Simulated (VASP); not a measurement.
# Ga (Im-3m) in VASP: a series of runs, part 3 of 3

VASP 6.6.1.

## (7) Relaxation of cell and atoms, revPBE

This run uses another cell than the first one, of 19.59 Å³/atom, 0.995 times its volume.

INCAR reads:

```
PREC     = Accurate       # precision mode
ENCUT    = 600            # plane-wave cutoff, eV
EDIFF    = 1E-7           # SCF threshold, eV
ISMEAR   = -1             # smearing method
SIGMA    = 0.1            # smearing width, eV
LREAL    = False          # projectors in reciprocal space
LASPH    = True           # aspherical terms in the spheres
NELM     = 100            # most SCF steps
ALGO     = Normal         # electronic algorithm
ISIF     = 3              # what is computed and relaxed
LWAVE    = False          # write WAVECAR
LCHARG   = False          # write CHGCAR
GGA      = RE             # functional
IBRION   = 2              # ionic algorithm
NSW      = 80             # ionic steps
EDIFFG   = -0.01          # ionic threshold
```

KPOINTS reads:

```
regular mesh
0
Gamma
  13 13 13
```

POSCAR reads:

```
Ga
1.0
   -1.6983540166      1.6983540166      1.6983540166
    1.6983540166     -1.6983540166      1.6983540166
    1.6983540166      1.6983540166     -1.6983540166
Ga
1
Direct
    0.0000000000      0.0000000000      0.0000000000
```

Potentials or basis: VASP PAW PBE potentials, release 64 (Ga_d).

On the command line:

```console
$ cat potpaw_PBE.64/Ga_d/POTCAR > POTCAR
$ mpirun -np 1 vasp_std > vasp.out
```

OUTCAR:

```text
PREC = Accurate
   ENCUT = 600
   EDIFF = 1E-7
   ISMEAR = -1
   LREAL = False
   LASPH = True
   NELM = 100
   ISIF = 3
   GGA = RE
   IBRION = 2
   NSW = 80
   EDIFFG = -0.01

 ion  position               nearest neighbor table
   1  0.000  0.000  0.000-

  LATTYP: Found a body centered cubic cell.
 ALAT       =     3.3967080332

  Lattice vectors:

 A1 = (  -1.6983540166,   1.6983540166,   1.6983540166)
 A2 = (   1.6983540166,  -1.6983540166,   1.6983540166)
 A3 = (   1.6983540166,   1.6983540166,  -1.6983540166)

Analysis of symmetry for initial positions (statically):
=====================================================================
 Subroutine PRICEL returns:
 Original cell was already a primitive cell.

 Routine SETGRP: Setting up the symmetry group for a
 body centered cubic supercell.

 Subroutine GETGRP returns: Found 48 space group operations
 (whereof 48 operations were pure point group operations)
 out of a pool of 48 trial point group operations.

The static configuration has the point symmetry O_h .

Analysis of symmetry for dynamics (positions and initial velocities):
=====================================================================
[... 164 lines left out ...]
  Total        0.0370610      0.0370610      0.0370610      0.0000000      0.0000000     -0.0000000
  in kB        3.0302815      3.0302815      3.0302815      0.0000000      0.0000000     -0.0000000
  external PRESSURE =       3.0302815 kB  Pullay stress =       0.0000000 kB
[... 57 lines left out ...]
--------------------------------------- Ionic step        3  -------------------------------------------

 number of electron      12.9999996 magnetization

 Free energy of the ion-electron system (eV)
  ---------------------------------------------------
  ext. energy  EPLUGINS =         0.00000000
  ---------------------------------------------------
  free energy    TOTEN  =        -2.59036465 eV

  energy without entropy =       -2.57739712  energy(sigma->0) =       -2.58388088

 E-fermi :   5.2567     XC(G=0): -10.7015

 val. band max:        5.2365201943   @ k =  -0.3846  -0.3846   0.0769
 cond. band min:       5.2828636738   @ k =  -0.3846   0.3846   0.1538
 fundamental gap:      0.0463434795
 Fermi energy:         5.2567367528

 k-point     1 :       0.0000    0.0000    0.0000
  band No.  band energies     occupation
      1      -9.6706      2.00000
      2      -9.6706      2.00000
      3      -9.6706      2.00000
      4      -9.5035      2.00000
      5      -9.5035      2.00000
      6      -5.4509      2.00000
      7      17.3343      0.00000
      8      17.3343      0.00000
      9      17.3343      0.00000
     10      21.9505      0.00000
[... 287 lines left out ...]
 k-point    24 :       0.2308    0.0769    0.0769
  band No.  band energies     occupation
      1      -9.7140      2.00000
      2      -9.6781      2.00000
      3      -9.5227      2.00000
      4      -9.5050      2.00000
      5      -9.4924      2.00000
      6      -2.6137      2.00000
      7       7.5136      0.00000
      8      11.1108      0.00000
      9      12.2889      0.00000
     10      19.9393      0.00000

 [... further k-points ...]
[... 5 lines left out ...]
  --------------------------------------------------------------------------------------
  -------------------------------------------------------------------------------------
  Total       -0.0033398     -0.0033398     -0.0033398      0.0000000      0.0000000      0.0000000
  in kB       -0.2711714     -0.2711714     -0.2711714      0.0000000      0.0000000      0.0000000
  external PRESSURE =      -0.2711714 kB  Pullay stress =       0.0000000 kB
[... 16 lines left out ...]
  FREE ENERGIE OF THE ION-ELECTRON SYSTEM (eV)
  ---------------------------------------------------
  free  energy   TOTEN  =        -2.5903646460 eV

  energy  without entropy=       -2.5773971207  energy(sigma->0) =       -2.58388088

 reached required accuracy - stopping structural energy minimisation
```

It took 17 s on 1 thread of Intel Xeon Platinum 8375C at 2.90GHz (Ice Lake), shared host; peak memory 0.15 GiB.

What came out:

```yaml
Free_energy: -2.5904 eV
Relaxed_volume: 19.73 Å³/atom
Relaxed_cell: a = 2.949 Å, b = 2.949 Å, c = 2.949 Å, α = 109.47°, β = 109.47°, γ = 109.47°
Space_group_after_relaxing_to_0.05_Å: Im-3m (No. 229)
Energy_gained_by_relaxing: 0.1 meV/atom
Ionic_steps: 3
Pressure_after_relaxing: 0.0 GPa
```

The path:
| step | energy change (eV) | largest force (eV/Å) | pressure (GPa) | volume (Å³) |
| --- | --- | --- | --- | --- |
| 1 | 0.0000 | 0.0000 | 0.30 | 19.59 |
| 2 | -0.0001 | 0.0000 | 0.09 | 19.70 |
| 3 | -0.0001 | 0.0000 | -0.03 | 19.73 |

Final structure:
```
CELL_PARAMETERS angstrom
-1.70232 1.70232 1.70232
1.70232 -1.70232 1.70232
1.70232 1.70232 -1.70232
ATOMIC_POSITIONS crystal
Ga 0.00000 0.00000 0.00000
```

Caveat: the PAW data sets were made with another functional, which shifts forces and pressure a little.

## (8) The runs side by side

| task | cell | k mesh | cutoff (eV) | gap on the mesh (eV) | pressure (GPa) |
| --- | --- | --- | --- | --- | --- |
| single point | a = 2.947 Å, angles 109.5°, 1 atom | 13 × 13 × 13 | 520 | none | 0.1 |
| single point | a = 2.824 Å, angles 109.5°, 1 atom | 15 × 15 × 15 | 520 | none | 7.9 |
| single point | a = 2.907 Å, angles 109.5°, 1 atom | 15 × 15 × 15 | 520 | none | 2.1 |
| single point | a = 2.947 Å, angles 109.5°, 1 atom | 15 × 15 × 15 | 520 | none | 0.1 |
| single point | a = 3.023 Å, angles 109.5°, 1 atom | 15 × 15 × 15 | 520 | none | -2.7 |
| relaxation of cell and atoms | relaxed from a = 2.942 Å, angles 109.5°, 1 atom | 13 × 13 × 13 | 600 | none | 0.0 |

Alike in all rows: level revPBE; potentials or basis VASP PAW PBE potentials, release 64 (Ga_d); no spin polarisation; smearing fermi-dirac 0.1 eV.

Caveats: the PAW data sets were made with another functional, which shifts forces and pressure a little.

Total energies depend on the potentials used, so only differences within one code and one set of settings carry meaning.
